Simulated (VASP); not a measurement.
Wanted: the native input for a VASP 6.6.1 run.

- Task: single point
- Functional: PBE
- Potentials or basis: VASP PAW PBE potentials, release 64 (Mg, O)
- Cutoff: 520 eV
- k mesh: 6 × 6 × 6
- Occupations: gaussian, width 0.01 eV
- Spin: no spin polarisation
- Dipole correction: no
- Further INCAR settings: ALGO = Normal; EDIFF = 1e-07; NBANDS = 11

The structure of MgO lies in POSCAR:

```
MgO
1.0
    0.0000000000      2.1021674155      2.1231890896
    2.1021674155      0.0000000000      2.1231890896
    2.1021674155      2.1021674155      0.0000000000
Mg O
1 1
Direct
    0.0000000000      0.0000000000      0.0000000000
    0.5000000000      0.5000000000      0.5000000000
```

This cell differs from its parent crystal: uniaxial z strain +1.0%.

These files were run (other wordings do the same):

INCAR

```
SYSTEM = MgO
PREC = Accurate
ENCUT = 520
EDIFF = 1E-7
ISMEAR = 0
SIGMA = 0.01
LREAL = .FALSE.
LASPH = .TRUE.
NELM = 80
ALGO = Normal
ISIF = 2
LWAVE = .FALSE.
LCHARG = .FALSE.
GGA = PE
NBANDS = 11
```

KPOINTS

```
regular mesh
0
G
  6 6 6
  0 0 0
```

Potentials or basis: VASP PAW PBE potentials, release 64 (Mg, O).

The run is started by

```sh
$ cat potpaw_PBE.64/Mg/POTCAR potpaw_PBE.64/O/POTCAR > POTCAR
$ mpirun -np 1 vasp_std > vasp.out
```

It gave:

```yaml
Pressure: 3.2 GPa
Band_gap_on_the_k_mesh: 4.67 eV, direct
```

Caveat: the k points lie up to 0.43 Å⁻¹ apart; the cell differs from its parent crystal (uniaxial z strain +1.0%).

Wall time 5.1 s on 1 thread of Intel Xeon 6975P-C, on a shared host, peak memory 0.14 GiB.
